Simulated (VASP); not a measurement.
# AlN (P6_3mc) in VASP: further runs

The runs below take AlN through relaxation of the atoms, with LDA, r2SCAN.

All numbers are computed with VASP 6.6.1; they aren't measurements. Logs are shortened: lines on timing, memory, paths and dates and some standing lists are left out, and cuts for length are marked.

## 1. The cell of the first run

The structure is hexagonal, space group P6_3mc (No. 186). Conventional cell: a = 3.111 Å, b = 3.111 Å, c = 4.951 Å, α = 90.00°, β = 90.00°, γ = 120.00°. Al (site symmetry 3m) has 4 N at 1.89 Å within 2.5 Å. Within 2.5 Å of N (site symmetry 3m) lie 4 Al at 1.89 Å.

## 2. Relaxation of the atoms, LDA

Input file INCAR:

```
SYSTEM = AlN
PREC = Accurate ; ENCUT = 520
EDIFF = 1E-6 ; ISMEAR = 0
SIGMA = 0.05 ; LREAL = .FALSE.
LASPH = .TRUE. ; NELM = 100
ALGO = Normal ; ISIF = 2
LWAVE = .FALSE. ; LCHARG = .FALSE.
GGA = CA ; IBRION = 2
NSW = 80 ; EDIFFG = -0.003
```

Input file KPOINTS:

```
Automatic mesh
0
G
  8 8 5
  0 0 0
```

Input file POSCAR:

```
AlN
1.0
    3.1110000000      0.0000000000      0.0000000000
   -1.5555000000      2.6942050300      0.0000000000
    0.0000000000      0.0000000000      4.9511140000
Al N
2 2
Direct
    0.3333333333      0.6666666667      0.0000000000
    0.6666666667      0.3333333333      0.5000000000
    0.3333333333      0.6666666667      0.3820000000
    0.6666666667      0.3333333333      0.8820000000
```

Potentials or basis: VASP PAW LDA potentials, release 64 (Al, N).

Launch:

```bash
$ cat potpaw_LDA.64/Al/POTCAR potpaw_LDA.64/N/POTCAR > POTCAR
$ mpirun -np 1 vasp_std > vasp.out
```

OUTCAR:

```text
SYSTEM = AlN
   PREC = Accurate
   ENCUT = 520
   EDIFF = 1E-6
   ISMEAR = 0
   LREAL = .FALSE.
   LASPH = .TRUE.
   NELM = 100
   ISIF = 2
   GGA = CA
   IBRION = 2
   NSW = 80
   EDIFFG = -0.003

 ion  position               nearest neighbor table
   1  0.333  0.667  0.000-   4 1.89   4 1.89   4 1.89   3 1.89   2 3.06   2 3.06   2 3.06   2 3.06
                             2 3.06   2 3.06
   2  0.667  0.333  0.500-   3 1.89   3 1.89   3 1.89   4 1.89   1 3.06   1 3.06   1 3.06   1 3.06
                             1 3.06   1 3.06
   3  0.333  0.667  0.382-   2 1.89   2 1.89   2 1.89   1 1.89
   4  0.667  0.333  0.882-   1 1.89   1 1.89   1 1.89   2 1.89

  LATTYP: Found a hexagonal cell.
 ALAT       =     3.1110000000
 C/A-ratio  =     1.5914863388

  Lattice vectors:

 A1 = (   3.1110000000,   0.0000000000,   0.0000000000)
 A2 = (  -1.5555000000,   2.6942050300,   0.0000000000)
 A3 = (   0.0000000000,   0.0000000000,   4.9511140000)

Analysis of symmetry for initial positions (statically):
=====================================================================
 Subroutine PRICEL returns:
 Original cell was already a primitive cell.

 Routine SETGRP: Setting up the symmetry group for a
 hexagonal supercell.

 Subroutine GETGRP returns: Found 12 space group operations
 (whereof  6 operations were pure point group operations)
 out of a pool of 24 trial point group operations.

The static configuration has the point symmetry C_3v.
 The point group associated with its full space group is C_6v.

Analysis of symmetry for dynamics (positions and initial velocities):
=====================================================================
 Subroutine PRICEL returns:
 Original cell was already a primitive cell.

 Routine SETGRP: Setting up the symmetry group for a
 hexagonal supercell.

 Subroutine GETGRP returns: Found 12 space group operations
 (whereof  6 operations were pure point group operations)
 out of a pool of 24 trial point group operations.

The dynamic configuration has the point symmetry C_3v.
 The point group associated with its full space group is C_6v.

 Subroutine INISYM returns: Found 12 space group operations
 (whereof  6 operations are pure point group operations),
 and found     1 'primitive' translations

----------------------------------------------------------------------------------------

                                     Primitive cell

  volume of cell :      41.4986

  direct lattice vectors                    reciprocal lattice vectors
     3.111000000  0.000000000  0.000000000     0.321440051  0.185583500  0.000000000
    -1.555500000  2.694205030  0.000000000     0.000000000  0.371167001  0.000000000
     0.000000000  0.000000000  4.951114000     0.000000000  0.000000000  0.201974748

  length of vectors
     3.111000000  3.110999999  4.951114000     0.371167000  0.371167001  0.201974748

  position of ions in fractional coordinates (direct lattice)
     0.333333333  0.666666667  0.000000000
     0.666666667  0.333333333  0.500000000
     0.333333333  0.666666667  0.382000000
     0.666666667  0.333333333  0.882000000

  ion indices of the primitive-cell ions
   primitive index   ion index
                 1           1
                 2           2
                 3           3
                 4           4

----------------------------------------------------------------------------------------

 KPOINTS: Automatic mesh

Automatic generation of k-mesh.
 Grid dimensions read from file:
 generate k-points for:    8    8    5

 Generating k-lattice:

  Cartesian coordinates                     Fractional coordinates (reciprocal lattice)
     0.040180006  0.023197938  0.000000000     0.125000000  0.000000000  0.000000000
     0.000000000  0.046395875  0.000000000     0.000000000  0.125000000  0.000000000
     0.000000000  0.000000000  0.040394950     0.000000000  0.000000000  0.200000000

  Length of vectors
     0.046395875  0.046395875  0.040394950

  Shift w.r.t. Gamma in fractional coordinates (k-lattice)
     0.000000000  0.000000000  0.000000000

 Subroutine IBZKPT returns following result:
 ===========================================

 Found     30 irreducible k-points:

 Following reciprocal coordinates:
            Coordinates               Weight
  0.000000  0.000000  0.000000      1.000000
  0.125000  0.000000  0.000000      6.000000
  0.250000  0.000000  0.000000      6.000000
  0.375000  0.000000  0.000000      6.000000
  0.500000  0.000000  0.000000      3.000000
  0.125000  0.125000  0.000000      6.000000
[... 16 lines left out ...]
  0.250000  0.000000  0.400000     12.000000
  0.375000  0.000000  0.400000     12.000000
 [... further k-points ...]
   k-points           NKPTS =     30   k-points in BZ     NKDIM =     30   number of bands    NBANDS=     12
   number of dos      NEDOS =    301   number of ions     NIONS =      4
   total plane-waves  NPLWV =  23040
   dimension x,y,z NGX =    24 NGY =   24 NGZ =   40
   dimension x,y,z NGXF=    48 NGYF=   48 NGZF=   80
   ions per type =               2   2
   NGX,Y,Z   is equivalent  to a cutoff of  12.83, 12.83, 13.43 a.u.
   NGXF,Y,Z  is equivalent  to a cutoff of  25.65, 25.65, 26.86 a.u.
 SYSTEM =  AlN
   PREC   = accura    normal or accurate (medium, high low for compatibility)
   ISTART =      0    job   : 0-new  1-cont  2-samecut
   ICHARG =      2    charge: 1-file 2-atom 10-const
   ISPIN  =      1    spin polarized calculation?
   LNONCOLLINEAR =      F non collinear calculations
   LSORBIT =      F    spin-orbit coupling
   LASPH  =      T    aspherical Exc in radial PAW
   ENCUT  =  520.0 eV  38.22 Ry    6.18 a.u.   5.78  5.78  9.21*2*pi/ulx,y,z
   NELM   =    100;   NELMIN=  2; NELMDL= -5     # of ELM steps
   EDIFF  = 0.1E-05   stopping-criterion for ELM
   LREAL  =      F    real-space projection
   EDIFFG = -.3E-02   stopping-criterion for IOM
   NSW    =     80    number of steps for IOM
   IBRION =      2    ionic relax: 0-MD 1-quasi-New 2-CG
   NFREE  =      1    steps in history (QN), initial steepest desc. (CG)
   ISIF   =      2    stress and relaxation
   ISYM   =      2    0-nonsym 1-usesym 2-fastsym
   POTIM  = 0.5000    time-step for ionic-motion
   TEBEG  =    0.0;   TEEND  =   0.0 temperature during run
   PSTRESS=    0.0 pullay stress
   NELECT =      16.0000    total number of electrons
   NUPDOWN=      -1.0000    fix difference up-down
   EMIN   =  10.00;   EMAX   =-10.00  energy-range for DOS
   EFERMI =   0.00;   METHOD = LEGACY
   ISMEAR =     0;   SIGMA  =   0.05  broadening in eV -4-tet -1-fermi 0-gaus
   EFERMI_NEDOS =   21; number of points for ismear=-14 and -15
   IALGO  =     38    algorithm
   IMIX   =      4    mixing-type and parameters
     AMIX     =   0.40;   BMIX     =  1.00
     AMIX_MAG =   1.60;   BMIX_MAG =  1.00
  volume/ion in A,a.u.               =      10.37        70.01
  Fermi-wavevector in a.u.,A,eV,Ry     =   1.191526  2.251658 19.316666  1.419735
  Thomas-Fermi vector in A             =   2.327586
   LORBIT       =      0    0 simple, 1 ext, 2 COOP (PROOUT), +10 PAW based schemes
   GGA     = CA    functional components
   LHFCALC =     F    Hartree Fock is set to
   AEXX    =    0.0000 exact exchange contribution
   IVDW    =     0    specifies the selected vdW correction
   LEPSILON=     F    determine dielectric tensor
   LRPA    =     F    only Hartree local field effects (RPA)
 conjugate gradient relaxation of ions
 non-spin polarized calculation
 Gauss-broadening in eV      SIGMA  =   0.05
  energy-cutoff  :      520.00
  volume of cell :       41.50
 maximum number of plane-waves:      1132
 NGX is ok and might be reduce to    24
   NGX = 11   NGY = 11   NGZ = 19

--------------------------------------- Ionic step        1  -------------------------------------------

 number of electron      15.9999999 magnetization

 Free energy of the ion-electron system (eV)
  ---------------------------------------------------
  ext. energy  EPLUGINS =         0.00000000
  ---------------------------------------------------
  free energy    TOTEN  =       -32.83579822 eV

  energy without entropy =      -32.83579822  energy(sigma->0) =      -32.83579822

------------------------ aborting loop because EDIFF is reached ----------------------------------------

  FORCE on cell =-STRESS in cart. coord.  units (eV):
  Direction    XX          YY          ZZ          XY          YZ          ZX
  --------------------------------------------------------------------------------------
  -------------------------------------------------------------------------------------
  Total       -0.9277798     -0.9277798     -0.2906038      0.0000000      0.0000000      0.0000000
  in kB      -35.8196988    -35.8196988    -11.2196228      0.0000000      0.0000000      0.0000000
  external PRESSURE =     -27.6196735 kB  Pullay stress =       0.0000000 kB

 VOLUME and BASIS-vectors are now :
 -----------------------------------------------------------------------------
  energy-cutoff  :      520.00
  volume of cell :       41.50
      direct lattice vectors                 reciprocal lattice vectors
     3.111000000  0.000000000  0.000000000     0.321440051  0.185583500  0.000000000
    -1.555500000  2.694205030  0.000000000     0.000000000  0.371167001  0.000000000
     0.000000000  0.000000000  4.951114000     0.000000000  0.000000000  0.201974748
[... 39 lines left out ...]
 POSITION                                       TOTAL-FORCE (eV/Angst)
 -----------------------------------------------------------------------------------
     -0.00000      1.79614      4.94820        -0.000000      0.000000      0.014667
      1.55550      0.89807      2.47265         0.000000     -0.000000      0.014667
     -0.00000      1.79614      1.89423        -0.000000     -0.000000     -0.014667
      1.55550      0.89807      4.36979         0.000000      0.000000     -0.014667
 -----------------------------------------------------------------------------------
    total drift:                               -0.000000      0.000000     -0.001213

  FREE ENERGIE OF THE ION-ELECTRON SYSTEM (eV)
  ---------------------------------------------------
  free  energy   TOTEN  =       -32.8360663857 eV

  energy  without entropy=      -32.8360663857  energy(sigma->0) =      -32.83606639

--------------------------------------- Ionic step        3  -------------------------------------------

 number of electron      15.9999999 magnetization

 Free energy of the ion-electron system (eV)
  ---------------------------------------------------
  ext. energy  EPLUGINS =         0.00000000
  ---------------------------------------------------
  free energy    TOTEN  =       -32.83608298 eV

  energy without entropy =      -32.83608298  energy(sigma->0) =      -32.83608298

 E-fermi :   6.2719     XC(G=0): -11.2734

 val. band max:        5.9930762505   @ k =   0.0000   0.0000   0.0000
 cond. band min:      10.2453326897   @ k =   0.0000   0.0000   0.0000
 fundamental gap:      4.2522564393
 Fermi energy:         6.2719101718

 k-point     1 :       0.0000    0.0000    0.0000
  band No.  band energies     occupation
      1      -9.1166      2.00000
      2      -6.8493      2.00000
      3      -0.1011      2.00000
      4       5.0482      2.00000
      5       5.0482      2.00000
      6       5.7222      2.00000
      7       5.7222      2.00000
      8       5.9931      2.00000
      9      10.2453      0.00000
     10      12.4984      0.00000
     11      16.5245      0.00000
     12      16.8871      0.00000

 k-point     2 :       0.1250    0.0000    0.0000
  band No.  band energies     occupation
      1      -8.9142      2.00000
      2      -6.7366      2.00000
      3       0.1356      2.00000
      4       4.1733      2.00000
      5       4.8010      2.00000
      6       4.9111      2.00000
      7       5.6871      2.00000
      8       5.8963      2.00000
      9      11.0541      0.00000
     10      13.2214      0.00000
     11      15.6556      0.00000
     12      15.8680      0.00000
[... 316 lines left out ...]
 k-point    24 :       0.3750    0.0000    0.4000
  band No.  band energies     occupation
      1      -7.1582      2.00000
      2      -6.7593      2.00000
      3       0.6365      2.00000
      4       1.0520      2.00000
      5       3.9210      2.00000
      6       4.3627      2.00000
      7       4.7841      2.00000
      8       4.8674      2.00000
      9      11.2652      0.00000
     10      11.8788      0.00000
     11      14.9749      0.00000
     12      15.6844      0.00000

 [... further k-points ...]
[... 5 lines left out ...]
  --------------------------------------------------------------------------------------
  -------------------------------------------------------------------------------------
  Total       -0.8678359     -0.8678359     -0.4011068      0.0000000      0.0000000      0.0000000
  in kB      -33.5053842    -33.5053842    -15.4859194      0.0000000      0.0000000      0.0000000
  external PRESSURE =     -27.4988959 kB  Pullay stress =       0.0000000 kB

 VOLUME and BASIS-vectors are now :
 -----------------------------------------------------------------------------
  energy-cutoff  :      520.00
  volume of cell :       41.50
      direct lattice vectors                 reciprocal lattice vectors
     3.111000000  0.000000000  0.000000000     0.321440051  0.185583500  0.000000000
    -1.555500000  2.694205030  0.000000000     0.000000000  0.371167001  0.000000000
     0.000000000  0.000000000  4.951114000     0.000000000  0.000000000  0.201974748

 POSITION                                       TOTAL-FORCE (eV/Angst)
 -----------------------------------------------------------------------------------
     -0.00000      1.79614      4.94877        -0.000000     -0.000000     -0.000546
      1.55550      0.89807      2.47322        -0.000000      0.000000     -0.000546
     -0.00000      1.79614      1.89367        -0.000000      0.000000      0.000546
      1.55550      0.89807      4.36922         0.000000     -0.000000      0.000546
 -----------------------------------------------------------------------------------
    total drift:                               -0.000000      0.000000      0.001207

  FREE ENERGIE OF THE ION-ELECTRON SYSTEM (eV)
  ---------------------------------------------------
  free  energy   TOTEN  =       -32.8360829782 eV

  energy  without entropy=      -32.8360829782  energy(sigma->0) =      -32.83608298

 reached required accuracy - stopping structural energy minimisation
```

Wall time 7.6 s (1 thread of Intel Xeon 6975P-C (Granite Rapids), shared host); peak memory 0.14 GiB.

Results:

```yaml
Free_energy: -32.8361 eV
Energy_gained_by_relaxing: 0.1 meV/atom
Ionic_steps: 3
Pressure_after_relaxing: -2.7 GPa
Band_gap_on_the_k_mesh: 4.25 eV, direct
```

The path:
```tsv
step	energy change (eV)	largest force (eV/Å)	pressure (GPa)
1	0.0000	0.0603	-2.76
2	-0.0003	0.0147	-2.75
3	-0.0003	0.0005	-2.75
```

Final structure:
```yaml
crystal:
  lattice:
    - [3.11100, 0.00000, 0.00000]
    - [-1.55550, 2.69421, 0.00000]
    - [0.00000, 0.00000, 4.95111]
  atoms:
    - { symbol: Al, position: [0.33333, 0.66667, 0.99953] }
    - { symbol: Al, position: [0.66667, 0.33333, 0.49953] }
    - { symbol: N, position: [0.33333, 0.66667, 0.38247] }
    - { symbol: N, position: [0.66667, 0.33333, 0.88247] }
```

[end of part 1 of 2]
